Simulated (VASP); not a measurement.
# AlIn3 (P6/mmm) in VASP: single point with PBE

Aim: the single point of AlIn3 with PBE.

Program: VASP 6.6.1. These are calculated values, not measurements. Logs are shortened: lines on timing, memory, paths and dates and some standing lists are left out, and cuts for length are marked.

## (1) The cell of the first run

Symmetry: P6/mmm, No. 191, hexagonal system. Conventional cell: a = 4.792 Å, b = 4.792 Å, c = 5.507 Å, α = 90.00°, β = 90.00°, γ = 120.00°. Al (site symmetry 6/mmm) has 12 In at 3.65 Å and 6 Al at 4.79 Å within 4.8 Å. In (site symmetry mmm) has 4 In at 2.40 Å within 3.2 Å.

## (2) Single point, PBE

INCAR

```
ALGO     = Normal         # electronic algorithm
EDIFF    = 1E-6           # SCF threshold, eV
ENCUT    = 520            # plane-wave cutoff, eV
GGA      = PE             # functional
ISIF     = 2              # what is computed and relaxed
ISMEAR   = 0              # smearing method
LASPH    = True           # aspherical terms in the spheres
LCHARG   = True           # write CHGCAR
LELF     = True           # ELF
LREAL    = False          # projectors in reciprocal space
LVHAR    = True         
LWAVE    = False          # write WAVECAR
NBANDS   = 29             # bands
NELM     = 80             # most SCF steps
PREC     = Accurate       # precision mode
SIGMA    = 0.1            # smearing width, eV
```

KPOINTS

```
k-points
0
Gamma
  6 6 4
```

POSCAR

```
AlIn3
1.0
    4.7923810600      0.0000000000      0.0000000000
   -2.3961905300      4.1503237400      0.0000000000
    0.0000000000      0.0000000000      5.5067964400
Al In
1 3
Direct
    0.0000000000      0.0000000000      0.0000000000
    0.5000000000      0.0000000000      0.5000000000
    0.0000000000      0.5000000000      0.5000000000
    0.5000000000      0.5000000000      0.5000000000
```

Potentials or basis: VASP PAW PBE potentials, release 64 (Al, In_d).

The run is started by

```console
$ cat potpaw_PBE.64/Al/POTCAR potpaw_PBE.64/In_d/POTCAR > POTCAR
$ mpirun -np 1 vasp_std > vasp.out
```

OUTCAR:

```text
EDIFF = 1E-6
   ENCUT = 520
   GGA = PE
   ISIF = 2
   ISMEAR = 0
   LASPH = True
   LREAL = False
   NELM = 80
   PREC = Accurate

 ion  position               nearest neighbor table
   1  0.000  0.000  0.000-   3 3.65   4 3.65   3 3.65   4 3.65   3 3.65   3 3.65   4 3.65   4 3.65
                             2 3.65   2 3.65   2 3.65   2 3.65
   2  0.500  0.000  0.500-   3 2.40   4 2.40   4 2.40   3 2.40   1 3.65   1 3.65   1 3.65   1 3.65

   3  0.000  0.500  0.500-   2 2.40   2 2.40   4 2.40   4 2.40   1 3.65   1 3.65   1 3.65   1 3.65

   4  0.500  0.500  0.500-   2 2.40   2 2.40   3 2.40   3 2.40   1 3.65   1 3.65   1 3.65   1 3.65

  LATTYP: Found a hexagonal cell.
 ALAT       =     4.7923810600
 C/A-ratio  =     1.1490731582

  Lattice vectors:

 A1 = (   4.7923810600,   0.0000000000,   0.0000000000)
 A2 = (  -2.3961905300,   4.1503237400,   0.0000000000)
 A3 = (   0.0000000000,   0.0000000000,   5.5067964400)

Analysis of symmetry for initial positions (statically):
=====================================================================
 Subroutine PRICEL returns:
 Original cell was already a primitive cell.

 Routine SETGRP: Setting up the symmetry group for a
 hexagonal supercell.

 Subroutine GETGRP returns: Found 24 space group operations
 (whereof 24 operations were pure point group operations)
 out of a pool of 24 trial point group operations.

The static configuration has the point symmetry D_6h.

Analysis of symmetry for dynamics (positions and initial velocities):
=====================================================================
 Subroutine PRICEL returns:
 Original cell was already a primitive cell.

 Routine SETGRP: Setting up the symmetry group for a
 hexagonal supercell.

 Subroutine GETGRP returns: Found 24 space group operations
 (whereof 24 operations were pure point group operations)
 out of a pool of 24 trial point group operations.

The dynamic configuration has the point symmetry D_6h.

 Subroutine INISYM returns: Found 24 space group operations
 (whereof 24 operations are pure point group operations),
 and found     1 'primitive' translations

----------------------------------------------------------------------------------------

                                     Primitive cell

  volume of cell :     109.5298

  direct lattice vectors                    reciprocal lattice vectors
     4.792381060  0.000000000  0.000000000     0.208664542  0.120472530  0.000000000
    -2.396190530  4.150323740  0.000000000     0.000000000  0.240945059  0.000000000
     0.000000000  0.000000000  5.506796440     0.000000000  0.000000000  0.181593783

  length of vectors
     4.792381060  4.792381058  5.506796440     0.240945059  0.240945059  0.181593783

  position of ions in fractional coordinates (direct lattice)
     0.000000000  0.000000000  0.000000000
     0.500000000  0.000000000  0.500000000
     0.000000000  0.500000000  0.500000000
     0.500000000  0.500000000  0.500000000

  ion indices of the primitive-cell ions
   primitive index   ion index
                 1           1
                 2           2
                 3           3
                 4           4

----------------------------------------------------------------------------------------

 KPOINTS: k-points

Automatic generation of k-mesh.
 Grid dimensions read from file:
 generate k-points for:    6    6    4

 Generating k-lattice:

  Cartesian coordinates                     Fractional coordinates (reciprocal lattice)
     0.034777424  0.020078755  0.000000000     0.166666667  0.000000000  0.000000000
     0.000000000  0.040157510  0.000000000     0.000000000  0.166666667  0.000000000
     0.000000000  0.000000000  0.045398446     0.000000000  0.000000000  0.250000000

  Length of vectors
     0.040157510  0.040157510  0.045398446

  Shift w.r.t. Gamma in fractional coordinates (k-lattice)
     0.000000000  0.000000000  0.000000000

 Subroutine IBZKPT returns following result:
 ===========================================

 Found     21 irreducible k-points:

 Following reciprocal coordinates:
            Coordinates               Weight
  0.000000  0.000000  0.000000      1.000000
  0.166667  0.000000  0.000000      6.000000
  0.333333 -0.000000  0.000000      6.000000
  0.500000  0.000000  0.000000      3.000000
  0.166667  0.166667  0.000000      6.000000
  0.333333  0.166667  0.000000     12.000000
[... 13 lines left out ...]
  0.333333  0.166667  0.500000     12.000000
  0.333333  0.333333  0.500000      2.000000
   k-points           NKPTS =     21   k-points in BZ     NKDIM =     21   number of bands    NBANDS=     29
   number of dos      NEDOS =    301   number of ions     NIONS =      4
   total plane-waves  NPLWV =  54432
   dimension x,y,z NGX =    36 NGY =   36 NGZ =   42
   dimension x,y,z NGXF=    72 NGYF=   72 NGZF=   84
   ions per type =               1   3
   NGX,Y,Z   is equivalent  to a cutoff of  12.49, 12.49, 12.68 a.u.
   NGXF,Y,Z  is equivalent  to a cutoff of  24.98, 24.98, 25.36 a.u.
 SYSTEM =  unknown system
   PREC   = accura    normal or accurate (medium, high low for compatibility)
   ISTART =      0    job   : 0-new  1-cont  2-samecut
   ICHARG =      2    charge: 1-file 2-atom 10-const
   ISPIN  =      1    spin polarized calculation?
   LNONCOLLINEAR =      F non collinear calculations
   LSORBIT =      F    spin-orbit coupling
   LASPH  =      T    aspherical Exc in radial PAW
   ENCUT  =  520.0 eV  38.22 Ry    6.18 a.u.   8.91  8.91 10.24*2*pi/ulx,y,z
   NELM   =     80;   NELMIN=  2; NELMDL= -5     # of ELM steps
   EDIFF  = 0.1E-05   stopping-criterion for ELM
   LREAL  =      F    real-space projection
   EDIFFG = 0.1E-04   stopping-criterion for IOM
   NSW    =      0    number of steps for IOM
   IBRION =     -1    ionic relax: 0-MD 1-quasi-New 2-CG
   NFREE  =      0    steps in history (QN), initial steepest desc. (CG)
   ISIF   =      2    stress and relaxation
   ISYM   =      2    0-nonsym 1-usesym 2-fastsym
   POTIM  = 0.5000    time-step for ionic-motion
   TEBEG  =    0.0;   TEEND  =   0.0 temperature during run
   PSTRESS=    0.0 pullay stress
   NELECT =      42.0000    total number of electrons
   NUPDOWN=      -1.0000    fix difference up-down
   EMIN   =  10.00;   EMAX   =-10.00  energy-range for DOS
   EFERMI =   0.00;   METHOD = LEGACY
   ISMEAR =     0;   SIGMA  =   0.10  broadening in eV -4-tet -1-fermi 0-gaus
   EFERMI_NEDOS =   21; number of points for ismear=-14 and -15
   IALGO  =     38    algorithm
   IMIX   =      4    mixing-type and parameters
     AMIX     =   0.40;   BMIX     =  1.00
     AMIX_MAG =   1.60;   BMIX_MAG =  1.00
  volume/ion in A,a.u.               =      27.38       184.79
  Fermi-wavevector in a.u.,A,eV,Ry     =   1.189361  2.247567 19.246534  1.414580
  Thomas-Fermi vector in A             =   2.325470
   LORBIT       =      0    0 simple, 1 ext, 2 COOP (PROOUT), +10 PAW based schemes
   GGA     = PE    functional components
   LHFCALC =     F    Hartree Fock is set to
   AEXX    =    0.0000 exact exchange contribution
   IVDW    =     0    specifies the selected vdW correction
   LEPSILON=     F    determine dielectric tensor
   LRPA    =     F    only Hartree local field effects (RPA)
 non-spin polarized calculation
 Gauss-broadening in eV      SIGMA  =   0.10
  energy-cutoff  :      520.00
  volume of cell :      109.53
 maximum number of plane-waves:      2991
 NGX is ok and might be reduce to    36
   NGX = 17   NGY = 17   NGZ = 21

 number of electron      41.9999982 magnetization

 Free energy of the ion-electron system (eV)
  ---------------------------------------------------
  ext. energy  EPLUGINS =         0.00000000
  ---------------------------------------------------
  free energy    TOTEN  =        -3.85436600 eV

  energy without entropy =       -3.84784444  energy(sigma->0) =       -3.85110522

 E-fermi :   6.2336     XC(G=0):  -9.2713

 val. band max:        6.1838236353   @ k =   0.3333   0.3333   0.0000
 cond. band min:       6.3663902617   @ k =   0.3333   0.1667   0.2500
 fundamental gap:      0.1825666264
 Fermi energy:         6.2336030158

 k-point     1 :       0.0000    0.0000    0.0000
  band No.  band energies     occupation
      1     -12.0594      2.00000
      2     -11.1304      2.00000
      3     -11.1304      2.00000
      4     -10.5967      2.00000
      5      -9.8750      2.00000
      6      -9.7206      2.00000
[... 21 lines left out ...]
     28      11.3116      0.00000
     29      11.3116      0.00000

 k-point     2 :       0.1667    0.0000    0.0000
  band No.  band energies     occupation
      1     -11.8864      2.00000
      2     -11.0860      2.00000
      3     -10.9428      2.00000
      4     -10.5115      2.00000
      5      -9.8124      2.00000
      6      -9.7140      2.00000
[... 21 lines left out ...]
     28      10.5878      0.00000
     29      10.7720      0.00000

 k-point     3 :       0.3333   -0.0000    0.0000
  band No.  band energies     occupation
      1     -11.5109      2.00000
      2     -10.8879      2.00000
      3     -10.4181      2.00000
      4     -10.3025      2.00000
      5      -9.6715      2.00000
      6      -9.6410      2.00000
[... 21 lines left out ...]
     28      10.4334      0.00000
     29      12.4304      0.00000

 k-point     4 :       0.5000    0.0000    0.0000
  band No.  band energies     occupation
      1     -11.3529      2.00000
      2     -10.5073      2.00000
      3     -10.1676      2.00000
      4      -9.9060      2.00000
      5      -9.8252      2.00000
      6      -9.5313      2.00000
[... 21 lines left out ...]
     28      12.4699      0.00000
     29      13.8773      0.00000

 k-point     5 :       0.1667    0.1667    0.0000
  band No.  band energies     occupation
      1     -11.5782      2.00000
      2     -11.0073      2.00000
      3     -10.5792      2.00000
      4     -10.3574      2.00000
      5      -9.7066      2.00000
      6      -9.6875      2.00000
[... 21 lines left out ...]
     28      11.8033      0.00000
     29      12.2438      0.00000
[... 414 lines left out ...]
     28      12.9103      0.00000
     29      13.4168      0.00000

 k-point    19 :       0.1667    0.1667    0.5000
  band No.  band energies     occupation
      1     -11.5781      2.00000
      2     -11.0073      2.00000
      3     -10.5791      2.00000
      4     -10.3584      2.00000
      5      -9.7082      2.00000
      6      -9.6860      2.00000
[... 21 lines left out ...]
     28      11.6506      0.00000
     29      13.2011      0.00000

 k-point    20 :       0.3333    0.1667    0.5000
  band No.  band energies     occupation
      1     -11.2053      2.00000
      2     -10.7377      2.00000
      3     -10.1353      2.00000
      4     -10.0005      2.00000
      5      -9.8862      2.00000
      6      -9.6770      2.00000
[... 21 lines left out ...]
     28      12.8671      0.00000
     29      13.0850      0.00000

 k-point    21 :       0.3333    0.3333    0.5000
  band No.  band energies     occupation
      1     -10.7151      2.00000
      2     -10.6006      2.00000
      3     -10.6006      2.00000
      4      -9.8738      2.00000
      5      -9.8738      2.00000
      6      -9.6271      2.00000
[... 21 lines left out ...]
     28      12.3319      0.00000
     29      13.6388      0.00000

------------------------ aborting loop because EDIFF is reached ----------------------------------------

  FORCE on cell =-STRESS in cart. coord.  units (eV):
  Direction    XX          YY          ZZ          XY          YZ          ZX
  --------------------------------------------------------------------------------------
  -------------------------------------------------------------------------------------
  Total       31.4659415     31.4659415     -3.6228884      0.0000000      0.0000000      0.0000000
  in kB      460.2766810    460.2766804    -52.9947920      0.0000000      0.0000000      0.0000000
  external PRESSURE =     289.1861898 kB  Pullay stress =       0.0000000 kB

 VOLUME and BASIS-vectors are now :
 -----------------------------------------------------------------------------
  energy-cutoff  :      520.00
  volume of cell :      109.53
      direct lattice vectors                 reciprocal lattice vectors
     4.792381060  0.000000000  0.000000000     0.208664542  0.120472530  0.000000000
    -2.396190530  4.150323740  0.000000000     0.000000000  0.240945059  0.000000000
     0.000000000  0.000000000  5.506796440     0.000000000  0.000000000  0.181593783

 POSITION                                       TOTAL-FORCE (eV/Angst)
 -----------------------------------------------------------------------------------
      0.00000      0.00000      0.00000        -0.000000      0.000000      0.000000
      2.39619      0.00000      2.75340         0.000000      0.000000      0.000000
     -1.19810      2.07516      2.75340        -0.000000      0.000000      0.000000
      1.19810      2.07516      2.75340         0.000000      0.000000      0.000000
 -----------------------------------------------------------------------------------
    total drift:                                0.000000      0.000000      0.000000

  FREE ENERGIE OF THE ION-ELECTRON SYSTEM (eV)
  ---------------------------------------------------
  free  energy   TOTEN  =        -3.8543660015 eV

  energy  without entropy=       -3.8478444407  energy(sigma->0) =       -3.85110522
```

Run time: 27 s. Hardware: 1 thread of Intel Xeon 6975P-C (Granite Rapids), shared host; peak memory 0.24 GiB.

Results:

```
Free energy            : -3.8544 eV
Pressure               : 28.9 GPa
Band gap on the k mesh : zero (band 21 reaches 6.52 eV, above the bottom of band 22 at 5.68 eV)
```

Stress tensor (GPa, compression positive):
```
46.03  0.00  0.00
 0.00 46.03  0.00
 0.00  0.00 -5.30
```

Levels at points of the mesh, in eV from the Fermi level:
| k point | band 19 | band 20 | band 21 | band 22 | band 23 | band 24 |
| --- | --- | --- | --- | --- | --- | --- |
| (0.00, 0.00, 0.00) | -3.41 | -1.11 | -1.11 | 0.67 | 0.67 | 3.22 |
| (0.50, 0.00, 0.00) | -2.53 | -1.12 | -0.98 | -0.55 | 0.45 | 2.98 |
| (0.00, 0.00, 0.50) | -0.78 | -0.78 | 0.28 | 0.96 | 0.96 | 1.88 |
| (0.50, 0.00, 0.50) | -2.68 | -2.67 | -2.21 | 0.82 | 1.47 | 3.87 |

Caveat: spin-orbit coupling is left out, which moves the levels of the heavy elements.
